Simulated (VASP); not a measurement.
# TiO2 (P4_2nm) in VASP: notebook

The runs below take TiO2 through single point, with PBE.

Program: VASP 6.6.1. These are calculated values, not measurements. Logs are shortened: lines on timing, memory, paths and dates and some standing lists are left out, and cuts for length are marked.

## Step 1: The cell of the first run

The structure is tetragonal, space group P4_2nm (No. 102). Conventional cell: a = 4.643 Å, b = 4.643 Å, c = 2.964 Å, α = 90.00°, β = 90.00°, γ = 90.00°. Ti (site symmetry 2mm) has 6 O at 1.91 to 2.00 Å within 2.5 Å. O (site symmetry m) has 3 Ti at 1.91 to 2.00 Å and 1 O at 2.56 Å within 2.6 Å.

## Step 2: Single point, PBE (atoms displaced along a vibrational mode)

Contents of INCAR:

```
SYSTEM = TiO2
PREC = Accurate
ENCUT = 520
EDIFF = 1E-7
ISMEAR = 0
SIGMA = 0.05
LREAL = .False.
LASPH = .True.
NELM = 60
ALGO = Normal
ISIF = 2
LWAVE = .False.
LCHARG = .True.
GGA = PE
LELF = .True.
LVHAR = .True.
NBANDS = 33
```

Contents of KPOINTS:

```
regular mesh
0
Gamma
  6 6 10
  0 0 0
```

Contents of POSCAR:

```
TiO2
1.0
    4.6433998164      0.0000000000      0.0000000000
    0.0000000000      4.6433998164      0.0000000000
    0.0000000000      0.0000000000      2.9638636888
Ti O
2 4
Direct
    0.0000000000      0.0000000000      0.0078488792
    0.5000000000      0.5000000000      0.5078488792
    0.3050970583      0.3050970583     -0.0117414307
    0.1949029417      0.8050970583      0.4882585693
    0.6949029417      0.6949029417     -0.0117414307
    0.8050970583      0.1949029417      0.4882585693
```

Potentials or basis: VASP PAW PBE potentials, release 64 (Ti_sv, O).

On the command line:

```console
$ cat potpaw_PBE.64/Ti_sv/POTCAR potpaw_PBE.64/O/POTCAR > POTCAR
$ mpirun -np 1 vasp_std > vasp.out
```

OUTCAR:

```text
SYSTEM = TiO2
   PREC = Accurate
   ENCUT = 520
   EDIFF = 1E-7
   ISMEAR = 0
   LREAL = .False.
   LASPH = .True.
   NELM = 60
   ISIF = 2
   GGA = PE

 ion  position               nearest neighbor table
   1  0.000  0.000  0.008-   4 1.91   6 1.91   4 2.00   6 2.00   5 2.00   3 2.00
   2  0.500  0.500  0.508-   3 1.91   5 1.91   3 2.00   5 2.00   4 2.00   6 2.00
   3  0.305  0.305  0.988-   2 1.91   2 2.00   1 2.00
   4  0.195  0.805  0.488-   1 1.91   1 2.00   2 2.00
   5  0.695  0.695  0.988-   2 1.91   2 2.00   1 2.00
   6  0.805  0.195  0.488-   1 1.91   1 2.00   2 2.00

  LATTYP: Found a simple tetragonal cell.
 ALAT       =     4.6433998164
 C/A-ratio  =     0.6382960344

  Lattice vectors:

 A1 = (   4.6433998164,   0.0000000000,   0.0000000000)
 A2 = (   0.0000000000,   4.6433998164,   0.0000000000)
 A3 = (   0.0000000000,   0.0000000000,   2.9638636888)

Analysis of symmetry for initial positions (statically):
=====================================================================
 Subroutine PRICEL returns:
 Original cell was already a primitive cell.

 Routine SETGRP: Setting up the symmetry group for a
 simple tetragonal supercell.

 Subroutine GETGRP returns: Found  8 space group operations
 (whereof  4 operations were pure point group operations)
 out of a pool of 16 trial point group operations.

The static configuration has the point symmetry C_2v.
 The point group associated with its full space group is C_4v.

Analysis of symmetry for dynamics (positions and initial velocities):
=====================================================================
 Subroutine PRICEL returns:
 Original cell was already a primitive cell.

 Routine SETGRP: Setting up the symmetry group for a
 simple tetragonal supercell.

 Subroutine GETGRP returns: Found  8 space group operations
 (whereof  4 operations were pure point group operations)
 out of a pool of 16 trial point group operations.

The dynamic configuration has the point symmetry C_2v.
 The point group associated with its full space group is C_4v.

 Subroutine INISYM returns: Found  8 space group operations
 (whereof  4 operations are pure point group operations),
 and found     1 'primitive' translations

----------------------------------------------------------------------------------------
[... 101 lines left out ...]
   EDIFF  = 0.1E-06   stopping-criterion for ELM
   LREAL  =      F    real-space projection
   EDIFFG = 0.1E-05   stopping-criterion for IOM
   NSW    =      0    number of steps for IOM
   IBRION =     -1    ionic relax: 0-MD 1-quasi-New 2-CG
   NFREE  =      0    steps in history (QN), initial steepest desc. (CG)
   ISIF   =      2    stress and relaxation
   ISYM   =      2    0-nonsym 1-usesym 2-fastsym
   POTIM  = 0.5000    time-step for ionic-motion
   TEBEG  =    0.0;   TEEND  =   0.0 temperature during run
   PSTRESS=    0.0 pullay stress
   NELECT =      48.0000    total number of electrons
   NUPDOWN=      -1.0000    fix difference up-down
   EMIN   =  10.00;   EMAX   =-10.00  energy-range for DOS
   EFERMI =   0.00;   METHOD = LEGACY
   ISMEAR =     0;   SIGMA  =   0.05  broadening in eV -4-tet -1-fermi 0-gaus
   EFERMI_NEDOS =   21; number of points for ismear=-14 and -15
   IALGO  =     38    algorithm
   IMIX   =      4    mixing-type and parameters
     AMIX     =   0.40;   BMIX     =  1.00
     AMIX_MAG =   1.60;   BMIX_MAG =  1.00
  volume/ion in A,a.u.               =      10.65        71.87
  Fermi-wavevector in a.u.,A,eV,Ry     =   1.488145  2.812185 30.131111  2.214574
  Thomas-Fermi vector in A             =   2.601216
   LORBIT       =      0    0 simple, 1 ext, 2 COOP (PROOUT), +10 PAW based schemes
   GGA     = PE    functional components
   LHFCALC =     F    Hartree Fock is set to
   AEXX    =    0.0000 exact exchange contribution
   IVDW    =     0    specifies the selected vdW correction
   LEPSILON=     F    determine dielectric tensor
   LRPA    =     F    only Hartree local field effects (RPA)
 non-spin polarized calculation
 Gauss-broadening in eV      SIGMA  =   0.05
  energy-cutoff  :      520.00
  volume of cell :       63.90
 maximum number of plane-waves:      1748
 NGX is ok and might be reduce to    36
   NGX = 17   NGY = 17   NGZ = 11

 number of electron      48.0000028 magnetization

 Free energy of the ion-electron system (eV)
  ---------------------------------------------------
  ext. energy  EPLUGINS =         0.00000000
  ---------------------------------------------------
  free energy    TOTEN  =       -53.67709510 eV

  energy without entropy =      -53.67709510  energy(sigma->0) =      -53.67709510

 E-fermi :   4.9266     XC(G=0): -11.2821

 val. band max:        4.5604378198   @ k =   0.0000   0.0000   0.0000
 cond. band min:       6.4866566835   @ k =   0.5000   0.0000   0.5000
 fundamental gap:      1.9262188637
 Fermi energy:         4.9265729457

 k-point     1 :       0.0000    0.0000    0.0000
  band No.  band energies     occupation
      1     -52.3616      2.00000
      2     -52.3467      2.00000
      3     -28.6522      2.00000
      4     -28.6522      2.00000
      5     -28.5002      2.00000
      6     -28.5002      2.00000
[... 853 lines left out ...]
     32       9.7276      0.00000
     33      10.9730      0.00000

 [... further k-points ...]

------------------------ aborting loop because EDIFF is reached ----------------------------------------

  FORCE on cell =-STRESS in cart. coord.  units (eV):
  Direction    XX          YY          ZZ          XY          YZ          ZX
  --------------------------------------------------------------------------------------
  -------------------------------------------------------------------------------------
  Total        0.3706369      0.3706369      0.5911085     -0.0000000      0.0000000      0.0000000
  in kB        9.2924200      9.2924200     14.8199734     -0.0000000      0.0000000      0.0000000
  external PRESSURE =      11.1349378 kB  Pullay stress =       0.0000000 kB

 VOLUME and BASIS-vectors are now :
 -----------------------------------------------------------------------------
  energy-cutoff  :      520.00
  volume of cell :       63.90
      direct lattice vectors                 reciprocal lattice vectors
     4.643399816  0.000000000  0.000000000     0.215359443  0.000000000  0.000000000
     0.000000000  4.643399816  0.000000000     0.000000000  0.215359443  0.000000000
     0.000000000  0.000000000  2.963863689     0.000000000  0.000000000  0.337397433

 POSITION                                       TOTAL-FORCE (eV/Angst)
 -----------------------------------------------------------------------------------
      0.00000      0.00000      0.02326         0.000000      0.000000      0.003274
      2.32170      2.32170      1.50519         0.000000      0.000000      0.003274
      1.41669      1.41669      2.92906        -0.042424     -0.042424     -0.001637
      0.90501      3.73839      1.44713         0.042424     -0.042424     -0.001637
      3.22671      3.22671      2.92906         0.042424      0.042424     -0.001637
      3.73839      0.90501      1.44713        -0.042424      0.042424     -0.001637
 -----------------------------------------------------------------------------------
    total drift:                               -0.000000      0.000000      0.000242

  FREE ENERGIE OF THE ION-ELECTRON SYSTEM (eV)
  ---------------------------------------------------
  free  energy   TOTEN  =       -53.6770951041 eV

  energy  without entropy=      -53.6770951041  energy(sigma->0) =      -53.67709510
```

stdout:

```text
POSCAR found type information on POSCAR TiO
 POSCAR found :  2 types and       6 ions
 scaLAPACK will be used
 LDA part: xc-table for (Slater+PW92), standard interpolation
 POSCAR, INCAR and KPOINTS ok, starting setup
 FFT: planning ... GRIDC
 FFT: planning ... GRID_SOFT
 FFT: planning ... GRID
 WAVECAR not read
 entering main loop
```

Run time: 2.6 min. Hardware: 1 thread of Intel Xeon 8259CL, shared host; peak memory 0.24 GiB.

What came out:

```
Free energy            : -53.6771 eV
Pressure               : 1.1 GPa
Largest force          : 0.060 eV/Å
Band gap on the k mesh : 1.93 eV (least direct gap 1.94 eV)
```

Forces in eV/Å, atoms in the order of the input:
```
Ti   0.000  0.000  0.003
Ti   0.000  0.000  0.003
O   -0.042 -0.042 -0.002
O    0.042 -0.042 -0.002
O    0.042  0.042 -0.002
O   -0.042  0.042 -0.002
```

Stress tensor (GPa, compression positive):
```
0.93 0.00 0.00
0.00 0.93 0.00
0.00 0.00 1.48
```

Caveat: the cell differs from its parent crystal (atoms displaced along a vibrational mode).

## Step 3: Single point, PBE (atoms displaced along a vibrational mode, the cell strained)

Contents of INCAR:

```
PREC = Accurate ; ENCUT = 520
EDIFF = 1E-6 ; ISMEAR = 0
SIGMA = 0.05 ; LREAL = False
LASPH = True ; NELM = 100
ALGO = Normal ; ISIF = 2
LWAVE = False ; LCHARG = False
GGA = PE ; NBANDS = 33
```

Contents of KPOINTS:

```
regular mesh
0
Gamma
  6 6 10
```

Contents of POSCAR:

```
TiO2
1.0
    4.6819400349      0.0000000000      0.0000000000
    0.0000000000      4.6819400349      0.0000000000
    0.0000000000      0.0000000000      2.9884637574
Ti O
2 4
Direct
    0.0000000000      0.0000000000      0.0117733187
    0.5000000000      0.5000000000      0.5117733187
    0.3050970583      0.3050970583     -0.0176121460
    0.1949029417      0.8050970583      0.4823878540
    0.6949029417      0.6949029417     -0.0176121460
    0.8050970583      0.1949029417      0.4823878540
```

Potentials or basis: VASP PAW PBE potentials, release 64 (Ti_sv, O).

On the command line:

```console
$ cat potpaw_PBE.64/Ti_sv/POTCAR potpaw_PBE.64/O/POTCAR > POTCAR
$ mpirun -np 1 vasp_std > vasp.out
```

Wall time 3 min (1 thread of Intel Xeon 8259CL, shared host); peak memory 0.24 GiB.

Results (log left out):

```yaml
Free_energy: -53.6679 eV
Pressure: -3.8 GPa
Largest_force: 0.081 eV/Å
Band_gap_on_the_k_mesh: 1.93 eV (least direct gap 1.99 eV)
```

Forces on the atoms (eV/Å):
```
Ti   0.000  0.000  0.081
Ti   0.000  0.000  0.081
O    0.021  0.021 -0.040
O   -0.021  0.021 -0.040
O   -0.021 -0.021 -0.040
O    0.021 -0.021 -0.040
```

Stress tensor (GPa, compression positive):
```
-3.53  0.00  0.00
 0.00 -3.53  0.00
 0.00  0.00 -4.20
```

Levels at points of the mesh, in eV from the valence-band top:
```tsv
k point	band 21	band 22	band 23	band 24	band 25	band 26	band 27	band 28
(0.00, 0.00, 0.00)	-0.77	-0.48	-0.48	0.00	1.99	2.19	2.39	2.55
(0.50, 0.00, 0.00)	-1.50	-1.50	-0.68	-0.68	2.34	2.34	3.08	3.08
(0.50, 0.50, 0.00)	-1.31	-1.31	-1.07	-1.07	1.99	1.99	2.54	2.54
(0.00, 0.00, 0.50)	-2.14	-2.14	-1.35	-1.35	2.87	2.87	3.12	3.12
(0.50, 0.00, 0.50)	-1.89	-1.89	-0.96	-0.96	1.93	1.93	3.14	3.14
(0.50, 0.50, 0.50)	-1.34	-0.98	-0.64	-0.64	2.26	2.82	3.12	3.12
```

Caveat: the cell differs from its parent crystal (atoms displaced along a vibrational mode, the cell strained); the cell stands under tension. A k mesh can miss the band edges.

## Step 4: Single point, PBE

Contents of INCAR:

```
SYSTEM = TiO2
  PREC = Accurate
  ENCUT = 600
  EDIFF = 1E-6
  ISMEAR = 0
  SIGMA = 0.05
  LREAL = .False.
  LASPH = .True.
  NELM = 120
  ALGO = Normal
  ISIF = 2
  LWAVE = .False.
  LCHARG = .True.
  GGA = PE
  LELF = .True.
  LVHAR = .True.
  NBANDS = 33
  GGA_COMPAT = .False.
```

Contents of KPOINTS:

```
regular mesh
0
Gamma
  6 6 10
  0 0 0
```

POSCAR, as its differences from that of step 3:

```diff
@@ -2,5 +2,5 @@
 1.0
-    4.6819400349      0.0000000000      0.0000000000
-    0.0000000000      4.6819400349      0.0000000000
-    0.0000000000      0.0000000000      2.9884637574
+    4.6433998164      0.0000000000      0.0000000000
+    0.0000000000      4.6433998164      0.0000000000
+    0.0000000000      0.0000000000      2.9638636888
 Ti O
```

On the command line:

```console
$ cat potpaw_PBE.64/Ti_sv/POTCAR potpaw_PBE.64/O/POTCAR > POTCAR
$ mpirun -np 1 vasp_std > vasp.out
```

It took 87 s on 1 thread of Intel Xeon Platinum 8559C (Emerald Rapids), shared host; peak memory 0.26 GiB.

It converged, with:

* Free energy: -53.6850 eV
* Pressure: 1.4 GPa
* Largest force: 0.106 eV/Å
* Band gap on the k mesh: 1.99 eV (least direct gap 2.06 eV)

Forces on the atoms (eV/Å):
```
Ti   0.000  0.000 -0.032
Ti   0.000  0.000 -0.032
O   -0.074 -0.074  0.016
O    0.074 -0.074  0.016
O    0.074  0.074  0.016
O   -0.074  0.074  0.016
```

Stress tensor (GPa, compression positive):
```
1.12 0.00 0.00
0.00 1.12 0.00
0.00 0.00 1.96
```

Levels at points of the mesh, in eV from the valence-band top:
```
           k point  band 22  band 23  band 24  band 25  band 26  band 27
(0.00, 0.00, 0.00)    -0.49    -0.49     0.00     2.06     2.27     2.48
(0.50, 0.00, 0.00)    -1.52    -0.70    -0.70     2.42     2.42     3.20
(0.50, 0.50, 0.00)    -1.31    -1.07    -1.07     2.06     2.06     2.63
(0.00, 0.00, 0.50)    -2.22    -1.37    -1.37     2.97     2.97     3.25
(0.50, 0.00, 0.50)    -1.94    -0.99    -0.99     1.99     1.99     3.26
(0.50, 0.50, 0.50)    -1.02    -0.64    -0.64     2.33     2.92     3.23
```

A k mesh can miss the band edges.

## Step 5: Single point, PBE (atoms displaced along a vibrational mode, the cell strained)

Contents of INCAR:

```
PREC     = Accurate       # precision mode
ENCUT    = 520            # plane-wave cutoff, eV
EDIFF    = 1E-6           # SCF threshold, eV
ISMEAR   = 0              # smearing method
SIGMA    = 0.05           # smearing width, eV
LREAL    = False          # projectors in reciprocal space
LASPH    = True           # aspherical terms in the spheres
NELM     = 60             # most SCF steps
ALGO     = Normal         # electronic algorithm
ISIF     = 2              # what is computed and relaxed
LWAVE    = False          # write WAVECAR
LCHARG   = True           # write CHGCAR
GGA      = PE             # functional
LELF     = True           # ELF
LVHAR    = True         
NBANDS   = 33             # bands
```

Contents of KPOINTS:

```
regular mesh
0
Gamma
  6 6 10
```

POSCAR, as its differences from that of step 4:

```diff
@@ -2,5 +2,5 @@
 1.0
-    4.6433998164      0.0000000000      0.0000000000
-    0.0000000000      4.6433998164      0.0000000000
-    0.0000000000      0.0000000000      2.9638636888
+    4.5273148210      0.0000000000      0.0000000000
+    0.0000000000      4.5273148210      0.0000000000
+    0.0000000000      0.0000000000      2.8897670966
 Ti O
```

On the command line:

```console
$ cat potpaw_PBE.64/Ti_sv/POTCAR potpaw_PBE.64/O/POTCAR > POTCAR
$ mpirun -np 1 vasp_std > vasp.out
```

Wall time 44 s (1 thread of Intel Xeon 6975P-C (Granite Rapids), shared host); peak memory 0.23 GiB.

It converged, with:

| Quantity | Value |
| --- | --- |
| Free energy | -53.3373 eV |
| Pressure | 22.3 GPa |
| Largest force | 0.616 eV/Å |
| Band gap on the k mesh | 2.16 eV (least direct gap 2.26 eV) |

Forces in eV/Å, atoms in the order of the input:
```
Ti   0.000  0.000 -0.429
Ti   0.000  0.000 -0.429
O   -0.409 -0.409  0.215
O    0.409 -0.409  0.215
O    0.409  0.409  0.215
O   -0.409  0.409  0.215
```

Stress tensor (GPa, compression positive):
```
20.15  0.00  0.00
 0.00 20.15  0.00
 0.00  0.00 26.72
```

Levels at points of the mesh, in eV from the valence-band top:
```
           k point  band 20  band 21  band 22  band 23  band 24  band 25  band 26  band 27  band 28  band 29
(0.00, 0.00, 0.00)    -1.94    -0.76    -0.50    -0.50     0.00     2.26     2.52     2.73     2.92     2.92
(0.50, 0.00, 0.00)    -2.97    -1.57    -1.57    -0.77    -0.77     2.69     2.69     3.57     3.57     3.98
(0.50, 0.50, 0.00)    -2.32    -1.32    -1.32    -1.08    -1.08     2.28     2.28     2.91     2.91     4.26
(0.00, 0.00, 0.50)    -2.84    -2.49    -2.49    -1.41    -1.41     3.29     3.29     3.63     3.63     4.05
(0.50, 0.00, 0.50)    -2.40    -2.08    -2.08    -1.09    -1.09     2.16     2.16     3.65     3.65     4.32
(0.50, 0.50, 0.50)    -2.81    -1.53    -1.14    -0.63    -0.63     2.56     3.20     3.55     3.55     3.63
```

Caveat: the cell differs from its parent crystal (atoms displaced along a vibrational mode, the cell strained); the cell stands under pressure. A k mesh can miss the band edges.

## Step 6: The runs side by side

```tsv
cell	cutoff (eV)	gap on the mesh (eV)	pressure (GPa)	largest force (eV/Å)
a = 4.643, b = 4.643, c = 2.964 Å, 6 atoms, atomic positions A	520	1.93	1.1	0.06
a = 4.682, b = 4.682, c = 2.988 Å, 6 atoms, atomic positions B	520	1.93	-3.8	0.08
a = 4.643, b = 4.643, c = 2.964 Å, 6 atoms, atomic positions B	600	1.99	1.4	0.11
a = 4.527, b = 4.527, c = 2.890 Å, 6 atoms, atomic positions B	520	2.16	22.3	0.62
```

Alike in all rows: task single point; level PBE; potentials or basis VASP PAW PBE potentials, release 64 (Ti_sv, O); no spin polarisation; k mesh 6 × 6 × 10; smearing gaussian 0.05 eV.

Caveats: the cell stands under tension (at least some runs); the cell stands under pressure (at least some runs).

Absolute energies hang on the potentials; compare differences alone.
